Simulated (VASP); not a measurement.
# SiO2 (I-42d) in VASP: a series of runs, part 2 of 3

VASP 6.6.1. Earlier steps stand in the parts before.

## Step 3: Single point, LDA

File INCAR:

```
ALGO = Normal ; EDIFF = 1E-6
ENCUT = 520 ; ISIF = 2
ISMEAR = 0 ; LASPH = True
LCHARG = False ; LREAL = False
LWAVE = False ; NBANDS = 25
NELM = 60 ; PREC = Accurate
SIGMA = 0.01
```

File KPOINTS:

```
k-points
0
Gamma
  8 8 8
```

File POSCAR:

```
SiO2
1.0
   -2.4632701475      2.4632701475      3.6420760817
    2.4632701475     -2.4632701475      3.6420760817
    2.4632701475      2.4632701475     -3.6420760817
Si O
2 4
Direct
    0.0000000000      0.0000000000      0.0000000000
    0.7500000000      0.2500000000      0.5000000000
    0.9741962388      0.6250000000      0.8491962388
    0.3750000000      0.2241962388      0.3491962388
    0.7758037612      0.1250000000      0.1508037612
    0.8750000000      0.0258037612      0.6508037612
```

Potentials or basis: VASP PAW LDA potentials, release 64 (Si, O).

Launch:

```
cat potpaw_LDA.64/Si/POTCAR potpaw_LDA.64/O/POTCAR > POTCAR
mpirun -np 1 vasp_std > vasp.out
```

OUTCAR:

```text
EDIFF = 1E-6
   ENCUT = 520
   ISIF = 2
   ISMEAR = 0
   LASPH = True
   LREAL = False
   NELM = 60
   PREC = Accurate

 ion  position               nearest neighbor table
   1  0.000  0.000  0.000-   5 1.61   3 1.61   6 1.61   4 1.61   2 3.06   2 3.06   2 3.06   2 3.06

   2  0.750  0.250  0.500-   6 1.61   5 1.61   4 1.61   3 1.61   1 3.06   1 3.06   1 3.06   1 3.06

   3  0.974  0.625  0.849-   1 1.61   2 1.61
   4  0.375  0.224  0.349-   2 1.61   1 1.61
   5  0.776  0.125  0.151-   1 1.61   2 1.61
   6  0.875  0.026  0.651-   2 1.61   1 1.61

  LATTYP: Found a body centered tetragonal cell.
 ALAT       =     4.9265402950
 C/A-ratio  =     1.4785532498

  Lattice vectors:

 A1 = (  -2.4632701475,   2.4632701475,   3.6420760817)
 A2 = (   2.4632701475,  -2.4632701475,   3.6420760817)
 A3 = (   2.4632701475,   2.4632701475,  -3.6420760817)

Analysis of symmetry for initial positions (statically):
=====================================================================
 Subroutine PRICEL returns:
 Original cell was already a primitive cell.

 Routine SETGRP: Setting up the symmetry group for a
 body centered tetragonal supercell.

 Subroutine GETGRP returns: Found  8 space group operations
 (whereof  4 operations were pure point group operations)
 out of a pool of 16 trial point group operations.

The static configuration has the point symmetry S_4 .
 The point group associated with its full space group is D_2d.

Analysis of symmetry for dynamics (positions and initial velocities):
=====================================================================
 Subroutine PRICEL returns:
 Original cell was already a primitive cell.

 Routine SETGRP: Setting up the symmetry group for a
 body centered tetragonal supercell.

 Subroutine GETGRP returns: Found  8 space group operations
 (whereof  4 operations were pure point group operations)
 out of a pool of 16 trial point group operations.

The dynamic configuration has the point symmetry S_4 .
 The point group associated with its full space group is D_2d.

 Subroutine INISYM returns: Found  8 space group operations
 (whereof  4 operations are pure point group operations),
 and found     1 'primitive' translations

----------------------------------------------------------------------------------------

                                     Primitive cell

  volume of cell :      88.3961

  direct lattice vectors                    reciprocal lattice vectors
    -2.463270147  2.463270147  3.642076082     0.000000000  0.202982203  0.137284337
     2.463270147 -2.463270147  3.642076082     0.202982203  0.000000000  0.137284337
     2.463270147  2.463270147 -3.642076082     0.202982203  0.202982203  0.000000000

  length of vectors
     5.039852957  5.039852957  5.039852957     0.245048493  0.245048493  0.287060184

  position of ions in fractional coordinates (direct lattice)
     0.000000000  0.000000000  0.000000000
     0.750000000  0.250000000  0.500000000
     0.974196239  0.625000000  0.849196239
     0.375000000  0.224196239  0.349196239
     0.775803761  0.125000000  0.150803761
     0.875000000  0.025803761  0.650803761

  ion indices of the primitive-cell ions
   primitive index   ion index
                 1           1
                 2           2
                 3           3
                 4           4
                 5           5
                 6           6

----------------------------------------------------------------------------------------

 KPOINTS: k-points

Automatic generation of k-mesh.
 Grid dimensions read from file:
 generate k-points for:    8    8    8

 Generating k-lattice:

  Cartesian coordinates                     Fractional coordinates (reciprocal lattice)
     0.000000000  0.025372775  0.017160542     0.125000000 -0.000000000  0.000000000
     0.025372775  0.000000000  0.017160542    -0.000000000  0.125000000  0.000000000
     0.025372775  0.025372775  0.000000000     0.000000000  0.000000000  0.125000000

  Length of vectors
     0.030631062  0.030631062  0.035882523

  Shift w.r.t. Gamma in fractional coordinates (k-lattice)
     0.000000000  0.000000000  0.000000000

 Subroutine IBZKPT returns following result:
 ===========================================

 Found     59 irreducible k-points:

 Following reciprocal coordinates:
            Coordinates               Weight
  0.000000  0.000000  0.000000      1.000000
  0.125000  0.000000  0.000000      8.000000
  0.250000  0.000000  0.000000      8.000000
  0.375000  0.000000  0.000000      8.000000
  0.500000  0.000000  0.000000      4.000000
  0.125000  0.125000  0.000000      8.000000
[... 16 lines left out ...]
  0.250000  0.125000  0.125000     16.000000
  0.375000  0.125000  0.125000      8.000000
 [... further k-points ...]
   k-points           NKPTS =     59   k-points in BZ     NKDIM =     59   number of bands    NBANDS=     25
   number of dos      NEDOS =    301   number of ions     NIONS =      6
   total plane-waves  NPLWV =  64000
   dimension x,y,z NGX =    40 NGY =   40 NGZ =   40
   dimension x,y,z NGXF=    80 NGYF=   80 NGZF=   80
   ions per type =               2   4
   NGX,Y,Z   is equivalent  to a cutoff of  13.19, 13.19, 13.19 a.u.
   NGXF,Y,Z  is equivalent  to a cutoff of  26.39, 26.39, 26.39 a.u.
 SYSTEM =  unknown system
   PREC   = accura    normal or accurate (medium, high low for compatibility)
   ISTART =      0    job   : 0-new  1-cont  2-samecut
   ICHARG =      2    charge: 1-file 2-atom 10-const
   ISPIN  =      1    spin polarized calculation?
   LNONCOLLINEAR =      F non collinear calculations
   LSORBIT =      F    spin-orbit coupling
   LASPH  =      T    aspherical Exc in radial PAW
   ENCUT  =  520.0 eV  38.22 Ry    6.18 a.u.   9.37  9.37  9.37*2*pi/ulx,y,z
   NELM   =     60;   NELMIN=  2; NELMDL= -5     # of ELM steps
   EDIFF  = 0.1E-05   stopping-criterion for ELM
   LREAL  =      F    real-space projection
[... 7 lines left out ...]
   TEBEG  =    0.0;   TEEND  =   0.0 temperature during run
   PSTRESS=    0.0 pullay stress
   NELECT =      32.0000    total number of electrons
   NUPDOWN=      -1.0000    fix difference up-down
   EMIN   =  10.00;   EMAX   =-10.00  energy-range for DOS
   EFERMI =   0.00;   METHOD = LEGACY
   ISMEAR =     0;   SIGMA  =   0.01  broadening in eV -4-tet -1-fermi 0-gaus
   EFERMI_NEDOS =   21; number of points for ismear=-14 and -15
   IALGO  =     38    algorithm
   IMIX   =      4    mixing-type and parameters
     AMIX     =   0.40;   BMIX     =  1.00
     AMIX_MAG =   1.60;   BMIX_MAG =  1.00
  volume/ion in A,a.u.               =      14.73        99.42
  Fermi-wavevector in a.u.,A,eV,Ry     =   1.166757  2.204851 18.521913  1.361322
  Thomas-Fermi vector in A             =   2.303266
   LORBIT       =      0    0 simple, 1 ext, 2 COOP (PROOUT), +10 PAW based schemes
   GGA     = CA    functional components
   LHFCALC =     F    Hartree Fock is set to
   AEXX    =    0.0000 exact exchange contribution
   IVDW    =     0    specifies the selected vdW correction
   LEPSILON=     F    determine dielectric tensor
   LRPA    =     F    only Hartree local field effects (RPA)
 non-spin polarized calculation
 Gauss-broadening in eV      SIGMA  =   0.01
  energy-cutoff  :      520.00
  volume of cell :       88.40
 maximum number of plane-waves:      2399
 NGX is ok and might be reduce to    40
   NGX = 19   NGY = 19   NGZ = 19

 number of electron      32.0000010 magnetization

 Free energy of the ion-electron system (eV)
  ---------------------------------------------------
  ext. energy  EPLUGINS =         0.00000000
  ---------------------------------------------------
  free energy    TOTEN  =       -51.87610272 eV

  energy without entropy =      -51.87610272  energy(sigma->0) =      -51.87610272

 E-fermi :  -0.4780     XC(G=0):  -8.8090

 val. band max:       -0.5946256838   @ k =   0.0000   0.0000   0.0000
 cond. band min:       5.1691161404   @ k =   0.0000   0.0000   0.0000
 fundamental gap:      5.7637418241
 Fermi energy:        -0.4779950981

 k-point     1 :       0.0000    0.0000    0.0000
  band No.  band energies     occupation
      1     -19.6105      2.00000
      2     -17.4250      2.00000
      3     -17.4250      2.00000
      4     -17.3611      2.00000
      5      -9.8598      2.00000
      6      -6.1856      2.00000
[... 661 lines left out ...]
     24      12.3792      0.00000
     25      12.8376      0.00000

 [... further k-points ...]
[... 5 lines left out ...]
  --------------------------------------------------------------------------------------
  -------------------------------------------------------------------------------------
  Total        0.2987314      0.2987314      0.3192431      0.0000000     -0.0000000      0.0000000
  in kB        5.4145009      5.4145009      5.7862744      0.0000000     -0.0000000      0.0000000
  external PRESSURE =       5.5384254 kB  Pullay stress =       0.0000000 kB

 VOLUME and BASIS-vectors are now :
 -----------------------------------------------------------------------------
  energy-cutoff  :      520.00
  volume of cell :       88.40
      direct lattice vectors                 reciprocal lattice vectors
    -2.463270147  2.463270147  3.642076082     0.000000000  0.202982203  0.137284337
     2.463270147 -2.463270147  3.642076082     0.202982203  0.000000000  0.137284337
     2.463270147  2.463270147 -3.642076082     0.202982203  0.202982203  0.000000000

 POSITION                                       TOTAL-FORCE (eV/Angst)
 -----------------------------------------------------------------------------------
      0.00000      0.00000      0.00000         0.000000      0.000000      0.000000
     -0.00000      2.46327      1.82104         0.000000     -0.000000     -0.000000
      1.23164      2.95196      2.73156         0.000000      0.027296     -0.000000
      0.48869      1.23164      0.91052         0.027296      0.000000     -0.000000
     -1.23164      1.97458      2.73156         0.000000     -0.027296     -0.000000
     -0.48869      3.69491      0.91052        -0.027296      0.000000     -0.000000
 -----------------------------------------------------------------------------------
    total drift:                                0.000001      0.000001     -0.000000

  FREE ENERGIE OF THE ION-ELECTRON SYSTEM (eV)
  ---------------------------------------------------
  free  energy   TOTEN  =       -51.8761027197 eV

  energy  without entropy=      -51.8761027197  energy(sigma->0) =      -51.87610272
```

OSZICAR:

```text
N       E                     dE             d eps       ncg     rms          rms(c)
DAV:   1     0.167887743060E+03    0.16789E+03   -0.16072E+04  2950   0.114E+03
DAV:   2    -0.467103901646E+02   -0.21460E+03   -0.20646E+03  3940   0.272E+02
DAV:   3    -0.585853289651E+02   -0.11875E+02   -0.11825E+02  3946   0.654E+01
DAV:   4    -0.587036579255E+02   -0.11833E+00   -0.11826E+00  3563   0.749E+00
DAV:   5    -0.587051683855E+02   -0.15105E-02   -0.15102E-02  3934   0.835E-01    0.214E+01
DAV:   6    -0.520568090369E+02    0.66484E+01   -0.20944E+01  3568   0.288E+01    0.111E+01
DAV:   7    -0.519525687446E+02    0.10424E+00   -0.73242E-01  3836   0.458E+00    0.371E+00
DAV:   8    -0.518870547417E+02    0.65514E-01   -0.46151E-02  3791   0.166E+00    0.142E+00
DAV:   9    -0.518753304801E+02    0.11724E-01   -0.16257E-02  3976   0.935E-01    0.219E-01
DAV:  10    -0.518760757147E+02   -0.74523E-03   -0.11546E-03  3370   0.208E-01    0.735E-02
DAV:  11    -0.518761021780E+02   -0.26463E-04   -0.30269E-04  3677   0.120E-01    0.165E-02
DAV:  12    -0.518761017512E+02    0.42682E-06   -0.13001E-05  3751   0.243E-02    0.840E-03
DAV:  13    -0.518761027197E+02   -0.96850E-06   -0.26561E-06  3273   0.101E-02
   1 F= -.51876103E+02 E0= -.51876103E+02  d E =-.185109E-63
```

Run time: 3 min. Hardware: 1 thread of AMD EPYC 7R43 (Zen 3), shared host; peak memory 0.2 GiB.

What came out:

- Free energy: -51.8761 eV
- Pressure: 0.6 GPa
- Largest force: 0.027 eV/Å
- Band gap on the k mesh: 5.76 eV, direct

Forces in eV/Å, atoms in the order of the input:
```
Si   0.000  0.000  0.000
Si   0.000  0.000  0.000
O    0.000  0.027  0.000
O    0.027  0.000  0.000
O    0.000 -0.027  0.000
O   -0.027  0.000  0.000
```

Levels at points of the mesh, in eV from the valence-band top:
```csv
k point,band 12,band 13,band 14,band 15,band 16,band 17,band 18,band 19,band 20,band 21
"(0.00, 0.00, 0.00)",-1.63,-1.57,-0.70,0.00,0.00,5.76,8.60,10.57,10.57,10.70
"(0.50, 0.00, 0.00)",-1.65,-1.52,-0.79,-0.48,-0.15,8.16,8.74,9.50,10.08,10.69
"(0.50, 0.50, 0.00)",-2.12,-0.99,-0.99,-0.33,-0.33,8.97,8.97,10.09,10.09,11.00
"(0.50, 0.50, 0.50)",-2.13,-1.50,-1.50,-0.32,-0.32,8.73,8.73,10.04,10.04,11.64
```

(Part 2 of 3 ends here.)
